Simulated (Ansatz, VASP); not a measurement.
# TaN in VASP and in Ansatz

INCAR

```
SYSTEM = TaN
PREC = Accurate
ENCUT = 520
EDIFF = 1E-7
ISMEAR = 1
SIGMA = 0.1
LREAL = Auto
LASPH = .TRUE.
NELM = 60
ALGO = Normal
ISIF = 2
LWAVE = .FALSE.
LCHARG = .FALSE.
GGA = PS
NBANDS = 168
```

File KPOINTS:

```
Automatic mesh
0
G
  2 2 3
  0 0 0
```

The input POSCAR:

```
TaN
1.0
    7.7675072914      4.4845723682      0.0000000000
   -7.7675072417      4.4845724543      0.0000000000
    0.0000000000      0.0000000000      5.7917586573
Ta N
18 18
Direct
    0.0000000000      0.0000000000      0.0000000000
    0.3333333333      0.6666666667      0.0000000000
    0.6666666667      0.3333333333      0.0000000000
    0.0000000000      0.6666666667      0.2500000000
    0.3333333333      0.3333333334      0.2500000000
    0.6666666667      0.0000000000      0.2500000000
    0.0000000000      0.3333333333      0.2500000000
    0.3333333333      0.0000000000      0.2500000000
    0.6666666667      0.6666666666      0.2500000000
    0.0000000000      0.0000000000      0.5000000000
    0.3333333333      0.6666666667      0.5000000000
    0.6666666667      0.3333333333      0.5000000000
    0.0000000000      0.6666666667      0.7500000000
    0.3333333333      0.3333333334      0.7500000000
    0.6666666667      0.0000000000      0.7500000000
    0.0000000000      0.3333333333      0.7500000000
    0.3333333333      0.0000000000      0.7500000000
    0.6666666667      0.6666666666      0.7500000000
    0.1311380463      0.8688619537      0.0000000000
    0.4644713796      0.5355286204      0.0000000000
    0.7978047130      0.2021952870      0.0000000000
    0.0710572407      0.5355286204      0.0000000000
    0.4043905741      0.2021952870      0.0000000000
    0.7377239074      0.8688619537      0.0000000000
    0.1311380463      0.2622760926      0.0000000000
    0.4644713796      0.9289427593      0.0000000000
    0.7978047130      0.5956094259      0.0000000000
    0.1311380463      0.8688619537      0.5000000000
    0.4644713796      0.5355286204      0.5000000000
    0.7978047130      0.2021952870      0.5000000000
    0.0710572407      0.5355286204      0.5000000000
    0.4043905741      0.2021952870      0.5000000000
    0.7377239074      0.8688619537      0.5000000000
    0.1311380463      0.2622760926      0.5000000000
    0.4644713796      0.9289427593      0.5000000000
    0.7978047130      0.5956094259      0.5000000000
```

Input for Ansatz:

```yaml
crystal:
  lattice:
    - [7.7675072914, 4.4845723682, 0.0]
    - [-7.7675072417, 4.4845724543, 0.0]
    - [0.0, 0.0, 5.7917586573]
  atoms:
    - { symbol: Ta, position: [0.0, 0.0, 0.0] }
    - { symbol: Ta, position: [0.3333333333, 0.6666666667, 0.0] }
    - { symbol: Ta, position: [0.6666666667, 0.3333333333, 0.0] }
    - { symbol: Ta, position: [0.0, 0.6666666667, 0.25] }
    - { symbol: Ta, position: [0.3333333333, 0.3333333334, 0.25] }
    - { symbol: Ta, position: [0.6666666667, 0.0, 0.25] }
    - { symbol: Ta, position: [0.0, 0.3333333333, 0.25] }
    - { symbol: Ta, position: [0.3333333333, 0.0, 0.25] }
    - { symbol: Ta, position: [0.6666666667, 0.6666666666, 0.25] }
    - { symbol: "N", position: [0.1311380463, 0.8688619537, 0.0] }
    - { symbol: "N", position: [0.4644713796, 0.5355286204, 0.0] }
    - { symbol: "N", position: [0.797804713, 0.202195287, 0.0] }
    - { symbol: "N", position: [0.0710572407, 0.5355286204, 0.0] }
    - { symbol: "N", position: [0.4043905741, 0.202195287, 0.0] }
    - { symbol: "N", position: [0.7377239074, 0.8688619537, 0.0] }
    - { symbol: "N", position: [0.1311380463, 0.2622760926, 0.0] }
    - { symbol: "N", position: [0.4644713796, 0.9289427593, 0.0] }
    - { symbol: "N", position: [0.797804713, 0.5956094259, 0.0] }
    - { symbol: Ta, position: [0.0, 0.0, 0.5] }
    - { symbol: Ta, position: [0.3333333333, 0.6666666667, 0.5] }
    - { symbol: Ta, position: [0.6666666667, 0.3333333333, 0.5] }
    - { symbol: Ta, position: [0.0, 0.6666666667, 0.75] }
    - { symbol: Ta, position: [0.3333333333, 0.3333333334, 0.75] }
    - { symbol: Ta, position: [0.6666666667, 0.0, 0.75] }
    - { symbol: Ta, position: [0.0, 0.3333333333, 0.75] }
    - { symbol: Ta, position: [0.3333333333, 0.0, 0.75] }
    - { symbol: Ta, position: [0.6666666667, 0.6666666666, 0.75] }
    - { symbol: "N", position: [0.1311380463, 0.8688619537, 0.5] }
    - { symbol: "N", position: [0.4644713796, 0.5355286204, 0.5] }
    - { symbol: "N", position: [0.797804713, 0.202195287, 0.5] }
    - { symbol: "N", position: [0.0710572407, 0.5355286204, 0.5] }
    - { symbol: "N", position: [0.4043905741, 0.202195287, 0.5] }
    - { symbol: "N", position: [0.7377239074, 0.8688619537, 0.5] }
    - { symbol: "N", position: [0.1311380463, 0.2622760926, 0.5] }
    - { symbol: "N", position: [0.4644713796, 0.9289427593, 0.5] }
    - { symbol: "N", position: [0.797804713, 0.5956094259, 0.5] }
basis:
  ecutwfc: 420
  xc_grid: 2
hamiltonian:
  xc: pbesol
  pseudopotentials: { kind: paw, azcp: { folder: soft_1 } }
kpoints:
  mp_grid: { grid: [2, 2, 3] }
scf:
  occupations: { method: methfessel_paxton, width: 0.1 }
  max_iter: 120
output:
  forces: true
```

Alike in both runs: task single point; functional PBEsol; k mesh 2 × 2 × 3; occupations methfessel-paxton of order 1, width 0.1 eV; no spin polarisation.

```csv
,VASP,Ansatz
version,VASP 6.6.1,Ansatz 0.2.0
potentials or method,"VASP PAW PBE potentials, release 64 (Ta_pv, N), cutoff 520 eV",plane-wave PAW DFT
valence electrons in the cell,288,324
```

Ansatz gave:

```
rms of the force components (eV/Å) : 0.015
```

Task: What did VASP give for the same quantities?

Result: rms of the force components (eV/Å): 0.017.

VASP's potentials were made for PBE, not for PBEsol, and Ansatz warns of the same on its side. The functional is the same, so the differences come from potentials, cutoffs and numerics. VASP's potentials hold 288 valence electrons a cell and Ansatz's 324, so a difference there can come from the potentials and not from the codes.

Spin-orbit coupling is off throughout.
